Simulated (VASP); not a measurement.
Runs of VASP 6.6.1 on AlCu (rocksalt type). The structure is that of space group Fm-3m (No. 225), or close to it. The cells are those of the table. 

```tsv
task	cell	cutoff (eV)	k mesh for the DOS	occupations for the DOS	gap on the mesh (eV)	pressure (GPa)
single point	a = 3.271 Å, angles 60.0°, 2 atoms	520	-	-	none	(a)
single point	a = 3.037 Å, angles 60.0°, 2 atoms	520	-	-	none	105.6
single point	a = 3.524 Å, angles 60.0°, 2 atoms	520	-	-	none	0.3
single point	a = 2.887 Å, angles 60.0°, 2 atoms	520	-	-	none	194.8
single point	a = 3.158 Å, angles 60.0°, 2 atoms	520	-	-	none	(b)
relaxation of cell and atoms	relaxed from a = 3.562 Å, angles 60.0°, 2 atoms	600	-	-	none	0.0
```

Alike in all rows: level PBEsol; potentials or basis VASP PAW PBE potentials, release 64 (Cu, Al); no spin polarisation; k mesh 14 × 14 × 14; smearing fermi-dirac 0.1 eV.

Problem. Estimate the missing entries.

Solution. (a) 32.8; (b) 60.5.

Caveats: the PAW data sets were made with another functional, which shifts forces and pressure a little.

A gap of «none» marks levels without a gap at the run's occupations.
